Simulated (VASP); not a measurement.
**MgO: single point with LDA**

The system is MgO.

```xyz
4
Lattice="3.3774 0.0000 0.0000 -1.6887 2.9249 0.0000 0.0000 0.0000 4.4521" Properties=species:S:1:pos:R:3 pbc="T T T"
Mg    1.6887    0.9750    3.3391
Mg    0.0000    1.9499    1.1130
O     1.6887    0.9750    1.1130
O     0.0000    1.9499    3.3391
```

This cell differs from its parent crystal: ratio of the length along z to the lengths across it x 1.1, volume and fractional coordinates fixed.

- Program: VASP 6.6.1
- Task: single point
- Functional: LDA
- Potentials or basis: VASP PAW LDA potentials, release 64 (Mg_sv, O)
- Cutoff: 750 eV
- k mesh: 12 × 12 × 6
- Occupations: gaussian, width 0.05 eV
- Spin: no spin polarisation
- Dipole correction: no
- Mended: yes
- Further INCAR settings: ALGO = Normal; EDIFF = 1e-06; NBANDS = 24

* Pressure: -2.3 GPa
* Band gap on the k mesh: 3.24 eV

Stress tensor (GPa, compression positive):
```
  2.51   0.00   0.00
  0.00   2.51   0.00
  0.00   0.00 -11.83
```

Levels at points of the mesh, in eV from the valence-band top:
```tsv
k point	band 14	band 15	band 16	band 17	band 18	band 19
(0.00, 0.00, 0.00)	-1.02	-1.02	0.00	3.24	8.95	11.15
(0.50, 0.00, 0.00)	-2.27	-1.36	-0.83	6.98	8.63	8.96
(0.00, 0.00, 0.50)	-1.38	-1.38	-1.38	6.18	6.18	13.24
(0.50, 0.00, 0.50)	-1.63	-1.02	-1.02	7.02	7.02	11.47
```

It took 69 s on 1 thread of Intel(R) Xeon(R) 6975P-C (Granite Rapids) (shared host), peak memory 0.23 GiB.

 A k mesh can miss the band edges.
